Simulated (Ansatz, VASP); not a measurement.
## One calculation of CdSe, two programs

Contents of INCAR:

```
ALGO = Normal
EDIFF = 1E-7
EDIFFG = -0.05
ENCUT = 500
GGA = PE
GGA_COMPAT = False
IBRION = 2
ISIF = 3
ISMEAR = 0
LASPH = True
LCHARG = False
LREAL = False
LWAVE = False
NELM = 120
NELMIN = 4
NSW = 80
PREC = Accurate
SIGMA = 0.1
```

Contents of KPOINTS:

```
k-points
0
Gamma
  6 6 6
```

POSCAR

```
CdSe
1.0
    0.0000000000      2.7565655069      2.7565655069
    2.7565655069      0.0000000000      2.7565655069
    2.7565655069      2.7565655069      0.0000000000
Cd Se
1 1
Direct
    0.0000000000      0.0000000000      0.0000000000
    0.5000000000      0.5000000000      0.5000000000
```

Input for Ansatz:

```yaml
crystal:
  lattice:
    - [0.0, 2.7565655069, 2.7565655069]
    - [2.7565655069, 0.0, 2.7565655069]
    - [2.7565655069, 2.7565655069, 0.0]
  atoms:
    - { symbol: Cd, position: [0.0, 0.0, 0.0] }
    - { symbol: Se, position: [0.5, 0.5, 0.5] }
basis:
  ecutwfc: 420
kpoints:
  mp_grid: { grid: [6, 6, 6] }
hamiltonian:
  xc: pbe
scf:
  occupations: { method: gaussian, width: 0.1 }
output:
  forces: true
  stress: true
  eigenvalues: true
relax:
  adjacent_minimum: "off"
  f_tol: 0.05
  max_steps: 60
  cell: { stress_tol: 0.5 }
```

Alike in both runs: task relaxation of cell and atoms; functional PBE; k mesh 6 × 6 × 6; occupations gaussian, width 0.1 eV; no spin polarisation.

|  | VASP | Ansatz |
| --- | --- | --- |
| version | VASP 6.6.1 | Ansatz 0.2.0 |
| potentials or method | VASP PAW PBE potentials, release 64 (Cd, Se), cutoff 500 eV | scalar-relativistic, plane waves, PAW |
| valence electrons in the cell | 18 | 36 |

VASP gave:

| Item | Value |
| --- | --- |
| gap on the k mesh at the Fermi level, each at its own relaxed structure (eV) | none |
| relaxed volume (Å³/atom) | 23.71 |
| relaxed cell length with the largest relative difference (Å) | 4.063 |

Q: Estimate Ansatz's values.

A: gap on the k mesh at the Fermi level, each at its own relaxed structure (eV): none; relaxed volume (Å³/atom): 23.75; relaxed cell length with the largest relative difference (Å): 4.065.

A gap of «none» marks a metal or a gap that the smearing closes. VASP's potentials hold 18 valence electrons a cell and Ansatz's 36, so a difference there can come from the potentials and not from the codes.
